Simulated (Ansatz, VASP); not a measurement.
One calculation of Al, two programs

```
Al
1.0
     3.98362    0.00000    0.00000
     0.00000   -3.98362    0.00000
     0.00000    0.00000   -3.98362
Al
4
Direct
  0.00000 0.50000 0.50000
  0.50000 0.00000 0.50000
  0.50000 0.50000 0.00000
  0.00000 0.00000 0.00000
```

Alike in both runs: task single point; functional LDA; k mesh 8 × 8 × 8; occupations gaussian, width 0.15 eV; no spin polarisation.

|  | VASP | Ansatz |
| --- | --- | --- |
| version | VASP 6.6.1 | Ansatz 0.2.0 |
| potentials or method | VASP PAW LDA potentials, release 64 (Al), cutoff 500 eV | scalar-relativistic, plane waves, PAW |
| valence electrons in the cell | 12 | 12 |

|  | VASP | Ansatz | Ansatz less VASP |
| --- | --- | --- | --- |
| gap on the k mesh at the Fermi level (eV) | none | none | - |
| pressure (GPa) | 0.4 | 0.3 | -0.08 |

LDA's correlation is that of Perdew and Zunger in VASP and of Perdew and Wang (1992) in Ansatz. A gap of «none» marks a metal or a gap that the smearing closes.
